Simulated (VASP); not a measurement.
The system is TiO2.

```
Ti O
1.0
    -1.84446    1.95714    4.76248
     1.78932   -1.80779    4.68185
     1.88139    1.84472   -4.70359
Ti O
2 4
Direct
  0.99347 0.00967 0.99871
  0.76050 0.25288 0.52156
  0.95437 0.46425 0.51096
  0.20306 0.19825 0.98241
  0.54341 0.03621 0.50565
  0.79704 0.79721 0.99915
```

| Quantity | Value |
| --- | --- |
| Program | VASP 6.6.1 |
| Task | relaxation of cell and atoms |
| Functional | PBEsol |
| Potentials or basis | VASP PAW PBE potentials, release 64 (Ti_sv, O) |
| Cutoff | 600 eV |
| k mesh | 6 × 6 × 6 |
| Occupations | fermi-dirac, width 0.05 eV |
| Spin | no spin polarisation |

At the start: pressure 8.8 GPa; volume 10.98 Å³/atom.

Where does the relaxation end?

Over 23 steps the energy falls by 34.4 meV/atom and the volume is 11.34 Å³/atom (+3.3 %); space group P1 (No. 1, to 0.1 Å) before, I4_1/amd (No. 141, to 0.1 Å).

Step by step:
| step | energy change (eV) | largest force (eV/Å) | pressure (GPa) | volume (Å³) |
| --- | --- | --- | --- | --- |
| 1 | 0.0000 | 1.1802 | 8.84 | 65.88 |
| 2 | -0.0327 | 0.6591 | -10.99 | 71.80 |
| 3 | -0.1406 | 0.6036 | -2.65 | 68.90 |
| 4 | -0.1942 | 0.2166 | -0.44 | 68.18 |
| 5 | -0.1980 | 0.1874 | 0.41 | 67.93 |
| 6 | -0.2025 | 0.1043 | -0.32 | 68.12 |
| 7 | -0.2025 | 0.1107 | -0.38 | 68.13 |
| 8 | -0.2046 | 0.0795 | 0.15 | 67.96 |
| 9 | -0.2046 | 0.0799 | 0.17 | 67.95 |
| 10 | -0.2054 | 0.0313 | 0.10 | 68.01 |
| 11 | -0.2054 | 0.0349 | 0.07 | 68.01 |
| 12 | -0.2056 | 0.0204 | -0.09 | 68.07 |
| 13 | -0.2056 | 0.0219 | -0.17 | 68.09 |
| 14 | -0.2057 | 0.0198 | -0.16 | 68.07 |
| 15 | -0.2059 | 0.0242 | 0.01 | 68.02 |
| 16 | -0.2059 | 0.0233 | 0.02 | 68.03 |
| 17 | -0.2060 | 0.0177 | 0.01 | 68.03 |
| 18 | -0.2060 | 0.0187 | 0.01 | 68.03 |
| 19 | -0.2061 | 0.0202 | -0.02 | 68.04 |
| 20 | -0.2061 | 0.0146 | -0.02 | 68.04 |
| 21 | -0.2061 | 0.0111 | 0.00 | 68.03 |
| 22 | -0.2061 | 0.0132 | 0.02 | 68.03 |
| 23 | -0.2061 | 0.0069 | 0.00 | 68.03 |

Final structure:
```
Ti O
1.0
    -1.88947    1.88667    4.78203
     1.88282   -1.88650    4.77964
     1.88901    1.88613   -4.78244
Ti O
2 4
Direct
  0.00062 0.00212 0.00405
  0.74997 0.25072 0.50208
  0.95765 0.45924 0.50322
  0.20787 0.20757 0.00172
  0.54280 0.04533 0.50454
  0.79295 0.79347 0.00284
```

Caveat: the PAW data sets were made with another functional, which shifts forces and pressure a little.
